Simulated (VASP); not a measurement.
# K in VASP: single point with PBEsol

Aim: the single point of K with PBEsol.

Everything below comes from runs of VASP 6.6.1. Logs are shortened: lines on timing, memory, paths and dates and some standing lists are left out, and cuts for length are marked.

## (1) The cell of the first run

The typed cell holds 5 atoms: a = 6.029 Å, b = 6.029 Å, c = 11.145 Å, α = 90.00°, β = 90.00°, γ = 90.00°.

## (2) Single point, PBEsol

INCAR reads:

```
SYSTEM = K
PREC = Accurate
ENCUT = 520
EDIFF = 1E-6
ISMEAR = 0
SIGMA = 0.1
LREAL = .False.
LASPH = .True.
NELM = 100
ALGO = Fast
ISIF = 2
LWAVE = .False.
LCHARG = .True.
GGA = PS
LELF = .True.
LVHAR = .True.
NBANDS = 30
```

KPOINTS reads:

```
Automatic mesh
0
Gamma
  6 6 4
  0 0 0
```

POSCAR reads:

```
K
1.0
    4.2630931495     -4.2627835943      0.0000000000
    4.2630931495      4.2627835943      0.0000000000
    0.0000000000      0.0000000000     11.1449163714
K
5
Direct
    0.5000000000      0.0000000000      0.3092016266
    0.0000000000      0.5000000000      0.6907983734
    0.0000000000      0.5000000000      0.3092016266
    0.5000000000      0.0000000000      0.6907983734
    0.0000000000      0.0000000000      0.0000000000
```

Potentials or basis: VASP PAW PBE potentials, release 64 (K_sv).

Command:

```bash
$ cat potpaw_PBE.64/K_sv/POTCAR > POTCAR
$ mpirun -np 1 vasp_std > vasp.out
```

OUTCAR:

```text
SYSTEM = K
   PREC = Accurate
   ENCUT = 520
   EDIFF = 1E-6
   ISMEAR = 0
   LREAL = .False.
   LASPH = .True.
   NELM = 100
   ISIF = 2
   GGA = PS

 ion  position               nearest neighbor table
   1  0.500  0.000  0.309-
   2  0.000  0.500  0.691-
   3  0.000  0.500  0.309-
   4  0.500  0.000  0.691-
   5  0.000  0.000  0.000-

  LATTYP: Found a base centered orthorhombic cell.
 ALAT       =     8.5255671886
 B/A-ratio  =     1.0000726181
 C/A-ratio  =     1.3072345951

  Lattice vectors:

 A1 = (  -4.2630931495,  -4.2627835943,   0.0000000000)
 A2 = (   4.2630931495,  -4.2627835943,   0.0000000000)
 A3 = (   0.0000000000,   0.0000000000,  11.1449163714)

Analysis of symmetry for initial positions (statically):
=====================================================================
 Subroutine PRICEL returns:
 Original cell was already a primitive cell.

 Routine SETGRP: Setting up the symmetry group for a
 base centered orthorhombic supercell.

 Subroutine GETGRP returns: Found  8 space group operations
 (whereof  8 operations were pure point group operations)
 out of a pool of  8 trial point group operations.

The static configuration has the point symmetry D_2h.

Analysis of symmetry for dynamics (positions and initial velocities):
=====================================================================
 Subroutine PRICEL returns:
 Original cell was already a primitive cell.

 Routine SETGRP: Setting up the symmetry group for a
 base centered orthorhombic supercell.

 Subroutine GETGRP returns: Found  8 space group operations
 (whereof  8 operations were pure point group operations)
 out of a pool of  8 trial point group operations.

The dynamic configuration has the point symmetry D_2h.

 Subroutine INISYM returns: Found  8 space group operations
 (whereof  8 operations are pure point group operations),
 and found     1 'primitive' translations

----------------------------------------------------------------------------------------

                                     Primitive cell

  volume of cell :     405.0652

  direct lattice vectors                    reciprocal lattice vectors
     4.263093150 -4.262783594  0.000000000     0.117285732 -0.117294249  0.000000000
     4.263093150  4.262783594  0.000000000     0.117285732  0.117294249  0.000000000
     0.000000000  0.000000000 11.144916371     0.000000000  0.000000000  0.089727008

  length of vectors
     6.028705265  6.028705265 11.144916371     0.165873095  0.165873095  0.089727008

  position of ions in fractional coordinates (direct lattice)
     0.500000000  1.000000000  0.309201627
     1.000000000  0.500000000  0.690798373
     1.000000000  0.500000000  0.309201627
     0.500000000  1.000000000  0.690798373
     0.000000000  0.000000000  0.000000000

  ion indices of the primitive-cell ions
   primitive index   ion index
                 1           1
                 2           2
                 3           3
                 4           4
                 5           5

----------------------------------------------------------------------------------------

 KPOINTS: Automatic mesh

Automatic generation of k-mesh.
 Grid dimensions read from file:
 generate k-points for:    6    6    4

 Generating k-lattice:

  Cartesian coordinates                     Fractional coordinates (reciprocal lattice)
     0.019547622 -0.019549041  0.000000000     0.166666667 -0.000000000  0.000000000
     0.019547622  0.019549041  0.000000000    -0.000000000  0.166666667  0.000000000
     0.000000000  0.000000000  0.022431752     0.000000000  0.000000000  0.250000000

  Length of vectors
     0.027645516  0.027645516  0.022431752

  Shift w.r.t. Gamma in fractional coordinates (k-lattice)
     0.000000000  0.000000000  0.000000000

 Subroutine IBZKPT returns following result:
 ===========================================

 Found     39 irreducible k-points:

 Following reciprocal coordinates:
            Coordinates               Weight
  0.000000  0.000000  0.000000      1.000000
  0.166667  0.000000  0.000000      4.000000
  0.333333  0.000000  0.000000      4.000000
  0.500000 -0.000000  0.000000      2.000000
  0.166667  0.166667  0.000000      2.000000
  0.333333  0.166667  0.000000      4.000000
[... 16 lines left out ...]
  0.333333  0.333333  0.250000      4.000000
  0.500000  0.333333  0.250000      8.000000
 [... further k-points ...]
   k-points           NKPTS =     39   k-points in BZ     NKDIM =     39   number of bands    NBANDS=     30
   number of dos      NEDOS =    301   number of ions     NIONS =      5
   total plane-waves  NPLWV = 193536
   dimension x,y,z NGX =    48 NGY =   48 NGZ =   84
   dimension x,y,z NGXF=    96 NGYF=   96 NGZF=  168
   ions per type =               5
   NGX,Y,Z   is equivalent  to a cutoff of  13.24, 13.24, 12.53 a.u.
   NGXF,Y,Z  is equivalent  to a cutoff of  26.47, 26.47, 25.06 a.u.
 SYSTEM =  K
   PREC   = accura    normal or accurate (medium, high low for compatibility)
   ISTART =      0    job   : 0-new  1-cont  2-samecut
   ICHARG =      2    charge: 1-file 2-atom 10-const
   ISPIN  =      1    spin polarized calculation?
   LNONCOLLINEAR =      F non collinear calculations
   LSORBIT =      F    spin-orbit coupling
   LASPH  =      T    aspherical Exc in radial PAW
   ENCUT  =  520.0 eV  38.22 Ry    6.18 a.u.  11.21 11.21 20.72*2*pi/ulx,y,z
   NELM   =    100;   NELMIN=  2; NELMDL= -5     # of ELM steps
   EDIFF  = 0.1E-05   stopping-criterion for ELM
   LREAL  =      F    real-space projection
   EDIFFG = 0.1E-04   stopping-criterion for IOM
   NSW    =      0    number of steps for IOM
   IBRION =     -1    ionic relax: 0-MD 1-quasi-New 2-CG
   NFREE  =      0    steps in history (QN), initial steepest desc. (CG)
   ISIF   =      2    stress and relaxation
   ISYM   =      2    0-nonsym 1-usesym 2-fastsym
   POTIM  = 0.5000    time-step for ionic-motion
   TEBEG  =    0.0;   TEEND  =   0.0 temperature during run
   PSTRESS=    0.0 pullay stress
   NELECT =      45.0000    total number of electrons
   NUPDOWN=      -1.0000    fix difference up-down
   EMIN   =  10.00;   EMAX   =-10.00  energy-range for DOS
   EFERMI =   0.00;   METHOD = LEGACY
   ISMEAR =     0;   SIGMA  =   0.10  broadening in eV -4-tet -1-fermi 0-gaus
   EFERMI_NEDOS =   21; number of points for ismear=-14 and -15
   IALGO  =     68    algorithm
   IMIX   =      4    mixing-type and parameters
     AMIX     =   0.40;   BMIX     =  1.00
     AMIX_MAG =   1.60;   BMIX_MAG =  1.00
  volume/ion in A,a.u.               =      81.01       546.70
  Fermi-wavevector in a.u.,A,eV,Ry     =   0.786993  1.487201  8.426870  0.619357
  Thomas-Fermi vector in A             =   1.891643
   LORBIT       =      0    0 simple, 1 ext, 2 COOP (PROOUT), +10 PAW based schemes
   GGA     = PS    functional components
   LHFCALC =     F    Hartree Fock is set to
   AEXX    =    0.0000 exact exchange contribution
   IVDW    =     0    specifies the selected vdW correction
   LEPSILON=     F    determine dielectric tensor
   LRPA    =     F    only Hartree local field effects (RPA)
 non-spin polarized calculation
 RMM-DIIS sequential band-by-band and
 Gauss-broadening in eV      SIGMA  =   0.10
  energy-cutoff  :      520.00
  volume of cell :      405.07
 maximum number of plane-waves:     10952
 NGX is ok and might be reduce to    48
   NGX = 23   NGY = 23   NGZ = 41

 number of electron      44.9999995 magnetization

 Free energy of the ion-electron system (eV)
  ---------------------------------------------------
  ext. energy  EPLUGINS =         0.00000000
  ---------------------------------------------------
  free energy    TOTEN  =        -5.08934886 eV

  energy without entropy =       -5.06318511  energy(sigma->0) =       -5.07626699

 E-fermi :  -0.3090     XC(G=0):  -5.4294

 val. band max:       -0.3248869588   @ k =   0.5000   0.5000   0.0000
 cond. band min:      -0.2791784268   @ k =   0.5000   0.5000   0.0000
 fundamental gap:      0.0457085319
 Fermi energy:        -0.3090391879

 k-point     1 :       0.0000    0.0000    0.0000
  band No.  band energies     occupation
      1     -32.5158      2.00000
      2     -32.5131      2.00000
      3     -32.5060      2.00000
      4     -32.5036      2.00000
      5     -32.4884      2.00000
      6     -16.0978      2.00000
[... 22 lines left out ...]
     29       1.9049      0.00000
     30       2.0356      0.00000

 k-point     2 :       0.1667    0.0000    0.0000
  band No.  band energies     occupation
      1     -32.5151      2.00000
      2     -32.5125      2.00000
      3     -32.5067      2.00000
      4     -32.5042      2.00000
      5     -32.4884      2.00000
      6     -16.0929      2.00000
[... 22 lines left out ...]
     29       1.9173      0.00000
     30       2.1175      0.00000

 k-point     3 :       0.3333    0.0000    0.0000
  band No.  band energies     occupation
      1     -32.5133      2.00000
      2     -32.5107      2.00000
      3     -32.5084      2.00000
      4     -32.5060      2.00000
      5     -32.4884      2.00000
      6     -16.0867      2.00000
[... 22 lines left out ...]
     29       2.0439      0.00000
     30       2.3295      0.00000

 k-point     4 :       0.5000   -0.0000    0.0000
  band No.  band energies     occupation
      1     -32.5109      2.00000
      2     -32.5108      2.00000
      3     -32.5084      2.00000
      4     -32.5084      2.00000
      5     -32.4884      2.00000
      6     -16.0844      2.00000
[... 616 lines left out ...]
     29       1.7008      0.00000
     30       2.0778      0.00000

 k-point    23 :       0.3333    0.3333    0.2500
  band No.  band energies     occupation
      1     -32.5120      2.00000
      2     -32.5096      2.00000
      3     -32.5096      2.00000
      4     -32.5071      2.00000
      5     -32.4884      2.00000
      6     -16.1070      2.00000
[... 22 lines left out ...]
     29       1.3093      0.00000
     30       1.6420      0.00000

 k-point    24 :       0.5000    0.3333    0.2500
  band No.  band energies     occupation
      1     -32.5108      2.00000
      2     -32.5108      2.00000
      3     -32.5083      2.00000
      4     -32.5083      2.00000
      5     -32.4884      2.00000
      6     -16.1048      2.00000
[... 22 lines left out ...]
     29       1.0252      0.00000
     30       1.2162      0.00000

 [... further k-points ...]

------------------------ aborting loop because EDIFF is reached ----------------------------------------

  FORCE on cell =-STRESS in cart. coord.  units (eV):
  Direction    XX          YY          ZZ          XY          YZ          ZX
  --------------------------------------------------------------------------------------
  -------------------------------------------------------------------------------------
  Total       -0.0380976     -0.0368537     -0.0223743      0.0000000      0.0000000      0.0000000
  in kB       -0.1506898     -0.1457695     -0.0884982      0.0000000      0.0000000      0.0000000
  external PRESSURE =      -0.1283191 kB  Pullay stress =       0.0000000 kB

 VOLUME and BASIS-vectors are now :
 -----------------------------------------------------------------------------
  energy-cutoff  :      520.00
  volume of cell :      405.07
      direct lattice vectors                 reciprocal lattice vectors
     4.263093150 -4.262783594  0.000000000     0.117285732 -0.117294249  0.000000000
     4.263093150  4.262783594  0.000000000     0.117285732  0.117294249  0.000000000
     0.000000000  0.000000000 11.144916371     0.000000000  0.000000000  0.089727008

 POSITION                                       TOTAL-FORCE (eV/Angst)
 -----------------------------------------------------------------------------------
      2.13155     -2.13139      3.44603         0.000000     -0.000000     -0.000164
      2.13155      2.13139      7.69889        -0.000000      0.000000      0.000164
      2.13155      2.13139      3.44603        -0.000000     -0.000000     -0.000164
      2.13155     -2.13139      7.69889         0.000000     -0.000000      0.000164
      0.00000      0.00000      0.00000         0.000000     -0.000000      0.000000
 -----------------------------------------------------------------------------------
    total drift:                                0.000000      0.000000     -0.000000

  FREE ENERGIE OF THE ION-ELECTRON SYSTEM (eV)
  ---------------------------------------------------
  free  energy   TOTEN  =        -5.0893488566 eV

  energy  without entropy=       -5.0631851140  energy(sigma->0) =       -5.07626699
```

Wall time 14 min (1 thread of Oxide Virtual Turin-like, shared host); peak memory 0.61 GiB.

What came out:

| Quantity | Value |
| --- | --- |
| Free energy | -5.0893 eV |
| Pressure | 0.0 GPa |
| Band gap on the k mesh | zero (an odd number of electrons rules out a gap without spin polarisation) |

Caveat: the PAW data sets were made with another functional, which shifts forces and pressure a little.
